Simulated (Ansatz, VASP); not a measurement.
## Ni in VASP and in Ansatz

INCAR

```
SYSTEM = Ni
  PREC = Accurate
  ENCUT = 520
  EDIFF = 1E-6
  ISMEAR = -1
  SIGMA = 0.05
  LREAL = .False.
  LASPH = .True.
  NELM = 150
  ALGO = Normal
  ISIF = 2
  LWAVE = .False.
  LCHARG = .False.
  ISPIN = 2
  MAGMOM = 0.808 0.808
  LORBIT = 11
  LMAXMIX = 4
  GGA = CA
  NBANDS = 21
```

Contents of KPOINTS:

```
regular mesh
0
Gamma
  18 18 18
  0 0 0
```

Contents of POSCAR:

```
Ni
1.0
    0.0000000000      2.4699066550      2.4699066550
    2.4699066550      0.0000000000      2.4699066550
    2.4699066550      2.4699066550      0.0000000000
Ni
2
Direct
    0.1250000000      0.1250000000      0.1250000000
    0.8750000000      0.8750000000      0.8750000000
```

Input for Ansatz:

```yaml
crystal:
  lattice:
    - [0.0, 2.469906655, 2.469906655]
    - [2.469906655, 0.0, 2.469906655]
    - [2.469906655, 2.469906655, 0.0]
  atoms:
    - { symbol: Ni, position: [0.125, 0.125, 0.125], spin: 0.808 }
    - { symbol: Ni, position: [0.875, 0.875, 0.875], spin: 0.808 }
hamiltonian:
  xc: lda
  pseudopotentials:
    kind: paw
    azcp:
      Ni: "pseudopotentials/Ni.paw.azcp"
basis:
  ecutwfc: 420
  fft_grid_basis: typed
kpoints:
  mp_grid: { grid: [18, 18, 18], shift: [0, 0, 0] }
magnetization:
  spin_polarized: true
scf:
  occupations: { method: fermi_dirac, width: 0.05 }
```

Alike in both runs: task single point; functional LDA; k mesh 18 × 18 × 18; occupations fermi-dirac, width 0.05 eV; collinear spin.

```csv
,VASP,Ansatz
version,VASP 6.6.1,Ansatz 0.2.0
potentials or method,"VASP PAW LDA potentials, release 64 (Ni), cutoff 520 eV","plane waves (420 eV) with PAW, scalar-relativistic"
valence electrons in the cell,20,36
```

Ansatz gave:

```
net moment per atom (μB)                                      : 0.78
size of the moment on the site where the two differ most (μB) : 0.80
```

Q: Which values does VASP return?

A: net moment per atom (μB): 0.76; size of the moment on the site where the two differ most (μB): 0.75.

Ansatz warns that its potentials were made for another functional, while VASP's fit it. LDA's correlation is that of Perdew and Zunger in VASP and of Perdew and Wang (1992) in Ansatz. Site moments also hang on the region over which each program counts them. VASP's potentials hold 20 valence electrons a cell and Ansatz's 36, so a difference there can come from the potentials and not from the codes.
